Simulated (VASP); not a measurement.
Runs of VASP 6.6.1 on Re. The structure is that of space group P6_3/mmc (No. 194), or close to it. The cells are those of the table. 

| task | cell | k mesh | cutoff (eV) | gap on the mesh (eV) | pressure (GPa) |
| --- | --- | --- | --- | --- | --- |
| single point | a = 2.689, b = 2.689, c = 4.345 Å, angles 90.0, 90.0, 120.0°, 2 atoms | 18 × 18 × 10 | 520 | none | (a) |
| single point | a = 2.830, b = 2.830, c = 4.570 Å, angles 90.0, 90.0, 120.0°, 2 atoms | 18 × 18 × 10 | 520 | none | -19.4 |
| single point | a = 2.761, b = 2.761, c = 4.458 Å, angles 90.0, 90.0, 120.0°, 2 atoms | 9 × 9 × 4 | 520 | none | 5.5 |
| single point | a = 2.775, b = 2.775, c = 4.484 Å, angles 90.0, 90.0, 120.0°, 2 atoms | 18 × 18 × 10 | 520 | none | -0.5 |
| single point | a = 2.802, b = 2.802, c = 4.529 Å, angles 90.0, 90.0, 120.0°, 2 atoms | 18 × 18 × 10 | 520 | none | (b) |
| relaxation of shape and atoms at fixed volume | relaxed from a = 2.689, b = 2.689, c = 4.345 Å, angles 90.0, 90.0, 120.0°, 2 atoms | 18 × 18 × 10 | 600 | none | 42.7 |
| single point | a = 2.747, b = 2.747, c = 4.439 Å, angles 90.0, 90.0, 120.0°, 2 atoms | 18 × 18 × 10 | 520 | none | 11.5 |
| single point | a = 2.718, b = 2.718, c = 4.393 Å, angles 90.0, 90.0, 120.0°, 2 atoms | 18 × 18 × 10 | 520 | none | 25.8 |

Alike in all rows: level PBE; potentials or basis VASP PAW PBE potentials, release 64 (Re); no spin polarisation; smearing gaussian 0.1 eV.

Fill in the values left out.

(a) 42.6; (b) -10.8.

Caveats: spin-orbit coupling is left out, which moves the levels of the heavy elements; the relaxation stopped at its first step, so nothing moved (some runs).

A k mesh can miss the band edges, and the runs leave out spin-orbit coupling on Re.

A gap of «none» marks levels without a gap at the run's occupations.
